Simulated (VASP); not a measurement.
# TiO2 (C2/m) in VASP: further runs, part 2 of 2

VASP 6.6.1. Earlier steps stand in the parts before.

**3. Single point, PBEsol (biaxial strain in the a-b plane: -2.0 %, then relaxed in part)**

Input file INCAR:

```
SYSTEM = TiO2
PREC     = Accurate       ! precision mode
ENCUT    = 520            ! plane-wave cutoff, eV
EDIFF    = 1E-7           ! SCF threshold, eV
ISMEAR   = 0              ! smearing method
SIGMA    = 0.02           ! smearing width, eV
LREAL    = .False.        ! projectors in reciprocal space
LASPH    = .True.         ! aspherical terms in the spheres
NELM     = 100            ! most SCF steps
ALGO     = Normal         ! electronic algorithm
ISIF     = 2              ! what is computed and relaxed
LWAVE    = .False.        ! write WAVECAR
LCHARG   = .True.         ! write CHGCAR
GGA      = PS             ! functional
LELF     = .True.         ! ELF
LVHAR    = .True.       
NBANDS   = 60             ! bands
```

Input file KPOINTS:

```
regular mesh
0
Gamma
  6 6 4
  0 0 0
```

Input file POSCAR:

```
TiO2
1.0
    5.9581163700     -1.8277795371     -0.0085529409
    5.9581163700      1.8277795371     -0.0085529409
   -1.8761644658      0.0000000000      6.3649950330
Ti O
4 8
Direct
    0.8085049673      0.8085049673      0.7243712342
    0.1009969341      0.1009969341      0.7114756937
    0.1914950327      0.1914950327      0.2756287658
    0.8990030659      0.8990030659      0.2885243063
    0.0596430335      0.0596430335      0.3752677749
    0.6387363828      0.6387363828      0.7087131349
    0.1293879934      0.1293879934      0.0007710528
    0.9403569665      0.9403569665      0.6247322251
    0.7342280734      0.7342280734      0.3446764651
    0.8706120066      0.8706120066      0.9992289472
    0.2657719266      0.2657719266      0.6553235349
    0.3612636172      0.3612636172      0.2912868651
```

Potentials or basis: VASP PAW PBE potentials, release 64 (Ti_sv, O).

The run is started by

```console
cat potpaw_PBE.64/Ti_sv/POTCAR potpaw_PBE.64/O/POTCAR > POTCAR
mpirun -np 1 vasp_std > vasp.out
```

OUTCAR:

```text
SYSTEM = TiO2
   PREC = Accurate
   ENCUT = 520
   EDIFF = 1E-7
   ISMEAR = 0
   LREAL = .False.
   LASPH = .True.
   NELM = 100
   ISIF = 2
   GGA = PS

 ion  position               nearest neighbor table
   1  0.809  0.809  0.724-  10 1.76   8 1.87  11 1.92  11 1.92   6 2.00   9 2.42
   2  0.101  0.101  0.711-   8 1.84   7 1.85   6 1.88   6 1.88  11 2.10   5 2.14
   3  0.191  0.191  0.276-   7 1.76   5 1.87   9 1.92   9 1.92  12 2.00  11 2.42
   4  0.899  0.899  0.289-   5 1.84  10 1.85  12 1.88  12 1.88   9 2.10   8 2.14
   5  0.060  0.060  0.375-   4 1.84   3 1.87   2 2.14
   6  0.639  0.639  0.709-   2 1.88   2 1.88   1 2.00
   7  0.129  0.129  0.001-   3 1.76   2 1.85
   8  0.940  0.940  0.625-   2 1.84   1 1.87   4 2.14
   9  0.734  0.734  0.345-   3 1.92   3 1.92   4 2.10   1 2.42
  10  0.871  0.871  0.999-   1 1.76   4 1.85
  11  0.266  0.266  0.655-   1 1.92   1 1.92   2 2.10   3 2.42
  12  0.361  0.361  0.291-   4 1.88   4 1.88   3 2.00

  LATTYP: Found a base centered monoclinic cell.
 ALAT       =    11.9162450178
 B/A-ratio  =     0.3067710565
 C/A-ratio  =     0.5568657109
 COS(beta)  =    -0.2841125780

  Lattice vectors:

 A1 = (   5.9581163700,  -1.8277795371,  -0.0085529409)
 A2 = (   5.9581163700,   1.8277795371,  -0.0085529409)
 A3 = (  -1.8761644658,   0.0000000000,   6.3649950330)

Analysis of symmetry for initial positions (statically):
=====================================================================
 Subroutine PRICEL returns:
 Original cell was already a primitive cell.

 Routine SETGRP: Setting up the symmetry group for a
 base centered monoclinic supercell.

 Subroutine GETGRP returns: Found  4 space group operations
 (whereof  4 operations were pure point group operations)
 out of a pool of  4 trial point group operations.

The static configuration has the point symmetry C_2h.

Analysis of symmetry for dynamics (positions and initial velocities):
=====================================================================
 Subroutine PRICEL returns:
 Original cell was already a primitive cell.

 Routine SETGRP: Setting up the symmetry group for a
 base centered monoclinic supercell.

 Subroutine GETGRP returns: Found  4 space group operations
 (whereof  4 operations were pure point group operations)
 out of a pool of  4 trial point group operations.

The dynamic configuration has the point symmetry C_2h.

 Subroutine INISYM returns: Found  4 space group operations
 (whereof  4 operations are pure point group operations),
 and found     1 'primitive' translations

----------------------------------------------------------------------------------------

                                     Primitive cell

  volume of cell :     138.5725

  direct lattice vectors                    reciprocal lattice vectors
     5.958116370 -1.827779537 -0.008552941     0.083954664 -0.273555968  0.024746721
     5.958116370  1.827779537 -0.008552941     0.083954664  0.273555968  0.024746721
    -1.876164466  0.000000000  6.364995033     0.000225628  0.000000000  0.157175820

  length of vectors
     6.232174730  6.232174730  6.635748253     0.287217084  0.287217084  0.157175982
[... 84 lines left out ...]
   number of dos      NEDOS =    301   number of ions     NIONS =     12
   total plane-waves  NPLWV = 115200
   dimension x,y,z NGX =    48 NGY =   48 NGZ =   50
   dimension x,y,z NGXF=    96 NGYF=   96 NGZF=  100
   ions per type =               4   8
   NGX,Y,Z   is equivalent  to a cutoff of  12.80, 12.80, 12.53 a.u.
   NGXF,Y,Z  is equivalent  to a cutoff of  25.61, 25.61, 25.05 a.u.
 SYSTEM =  TiO2
   PREC   = accura    normal or accurate (medium, high low for compatibility)
   ISTART =      0    job   : 0-new  1-cont  2-samecut
   ICHARG =      2    charge: 1-file 2-atom 10-const
   ISPIN  =      1    spin polarized calculation?
   LNONCOLLINEAR =      F non collinear calculations
   LSORBIT =      F    spin-orbit coupling
   LASPH  =      T    aspherical Exc in radial PAW
   ENCUT  =  520.0 eV  38.22 Ry    6.18 a.u.  11.59 11.59 12.34*2*pi/ulx,y,z
   NELM   =    100;   NELMIN=  2; NELMDL= -5     # of ELM steps
   EDIFF  = 0.1E-06   stopping-criterion for ELM
   LREAL  =      F    real-space projection
   EDIFFG = 0.1E-05   stopping-criterion for IOM
   NSW    =      0    number of steps for IOM
   IBRION =     -1    ionic relax: 0-MD 1-quasi-New 2-CG
   NFREE  =      0    steps in history (QN), initial steepest desc. (CG)
   ISIF   =      2    stress and relaxation
   ISYM   =      2    0-nonsym 1-usesym 2-fastsym
   POTIM  = 0.5000    time-step for ionic-motion
   TEBEG  =    0.0;   TEEND  =   0.0 temperature during run
   PSTRESS=    0.0 pullay stress
   NELECT =      96.0000    total number of electrons
   NUPDOWN=      -1.0000    fix difference up-down
   EMIN   =  10.00;   EMAX   =-10.00  energy-range for DOS
   EFERMI =   0.00;   METHOD = LEGACY
   ISMEAR =     0;   SIGMA  =   0.02  broadening in eV -4-tet -1-fermi 0-gaus
   EFERMI_NEDOS =   21; number of points for ismear=-14 and -15
   IALGO  =     38    algorithm
   IMIX   =      4    mixing-type and parameters
     AMIX     =   0.40;   BMIX     =  1.00
     AMIX_MAG =   1.60;   BMIX_MAG =  1.00
  volume/ion in A,a.u.               =      11.55        77.93
  Fermi-wavevector in a.u.,A,eV,Ry     =   1.448570  2.737401 28.549863  2.098356
  Thomas-Fermi vector in A             =   2.566396
   LORBIT       =      0    0 simple, 1 ext, 2 COOP (PROOUT), +10 PAW based schemes
   GGA     = PS    functional components
   LHFCALC =     F    Hartree Fock is set to
   AEXX    =    0.0000 exact exchange contribution
   IVDW    =     0    specifies the selected vdW correction
   LEPSILON=     F    determine dielectric tensor
   LRPA    =     F    only Hartree local field effects (RPA)
 non-spin polarized calculation
 Gauss-broadening in eV      SIGMA  =   0.02
  energy-cutoff  :      520.00
  volume of cell :      138.57
 maximum number of plane-waves:      3750
 NGX is ok and might be reduce to    48
   NGX = 23   NGY = 23   NGZ = 25

 number of electron      96.0000000 magnetization

 Free energy of the ion-electron system (eV)
  ---------------------------------------------------
  ext. energy  EPLUGINS =         0.00000000
  ---------------------------------------------------
  free energy    TOTEN  =      -112.26535039 eV

  energy without entropy =     -112.26535039  energy(sigma->0) =     -112.26535039

 E-fermi :   3.1231     XC(G=0): -10.8397

 val. band max:        2.8506634022   @ k =  -0.3333   0.3333   0.5000
 cond. band min:       5.7398525504   @ k =   0.0000   0.0000   0.0000
 fundamental gap:      2.8891891482
 Fermi energy:         3.1230615349

 k-point     1 :       0.0000    0.0000    0.0000
  band No.  band energies     occupation
      1     -52.7960      2.00000
      2     -52.7835      2.00000
      3     -52.6522      2.00000
      4     -52.6477      2.00000
      5     -29.3851      2.00000
      6     -29.3368      2.00000
[... 1501 lines left out ...]
     59       7.9127      0.00000
     60       8.0430      0.00000

 [... further k-points ...]

------------------------ aborting loop because EDIFF is reached ----------------------------------------

  FORCE on cell =-STRESS in cart. coord.  units (eV):
  Direction    XX          YY          ZZ          XY          YZ          ZX
  --------------------------------------------------------------------------------------
  -------------------------------------------------------------------------------------
  Total        6.4589919      7.6978438      0.6473970      0.0000000      0.0000000      0.0266741
  in kB       74.6789618     89.0025856      7.4852138      0.0000000      0.0000000      0.3084060
  external PRESSURE =      57.0555871 kB  Pullay stress =       0.0000000 kB

 VOLUME and BASIS-vectors are now :
 -----------------------------------------------------------------------------
  energy-cutoff  :      520.00
  volume of cell :      138.57
      direct lattice vectors                 reciprocal lattice vectors
     5.958116370 -1.827779537 -0.008552941     0.083954664 -0.273555968  0.024746721
     5.958116370  1.827779537 -0.008552941     0.083954664  0.273555968  0.024746721
    -1.876164466  0.000000000  6.364995033     0.000225628  0.000000000  0.157175820

 POSITION                                       TOTAL-FORCE (eV/Angst)
 -----------------------------------------------------------------------------------
      8.27529      0.00000      4.59679        -0.007817      0.000000     -0.073951
     -0.13134      0.00000      4.52681         0.022214      0.000000     -0.022842
      1.76477      0.00000      1.75110         0.007817      0.000000      0.073951
     10.17141      0.00000      1.82108        -0.022214      0.000000      0.022842
      0.00666      0.00000      2.38756         0.018808      0.000000      0.019083
      6.28167      0.00000      4.50003        -0.009639      0.000000      0.000745
      1.54037      0.00000      0.00269        -0.018395      0.000000     -0.048894
     10.03341      0.00000      3.96033        -0.018808      0.000000     -0.019083
      8.10256      0.00000      2.18130        -0.004476      0.000000      0.020625
      8.49970      0.00000      6.34519         0.018395      0.000000      0.048894
      1.93751      0.00000      4.16658         0.004476      0.000000     -0.020625
      3.75840      0.00000      1.84786         0.009639      0.000000     -0.000745
 -----------------------------------------------------------------------------------
    total drift:                               -0.000000     -0.000000     -0.000000

  FREE ENERGIE OF THE ION-ELECTRON SYSTEM (eV)
  ---------------------------------------------------
  free  energy   TOTEN  =      -112.2653503919 eV

  energy  without entropy=     -112.2653503919  energy(sigma->0) =     -112.26535039
```

It took 9 min on 1 thread of Intel Xeon 6975P-C (Granite Rapids), shared host; peak memory 0.5 GiB.

What came out:

```
Free energy            : -112.2654 eV
Pressure               : 5.7 GPa
Largest force          : 0.074 eV/Å
Band gap on the k mesh : 2.89 eV (least direct gap 3.15 eV)
```

Forces on the atoms (eV/Å):
```
Ti  -0.008  0.000 -0.074
Ti   0.022  0.000 -0.023
Ti   0.008  0.000  0.074
Ti  -0.022  0.000  0.023
O    0.019  0.000  0.019
O   -0.010  0.000  0.001
O   -0.018  0.000 -0.049
O   -0.019  0.000 -0.019
O   -0.004  0.000  0.021
O    0.018  0.000  0.049
O    0.004  0.000 -0.021
O    0.010  0.000 -0.001
```

Stress tensor (GPa, compression positive):
```
7.47 0.00 0.03
0.00 8.90 0.00
0.03 0.00 0.75
```

Caveat: the cell differs from its parent crystal (biaxial strain in the a-b plane: -2.0 %, then relaxed in part); the stress differs along the axes, from 1 to 9 GPa; the PAW data sets were made with another functional, which shifts forces and pressure a little. A k mesh can miss the band edges.
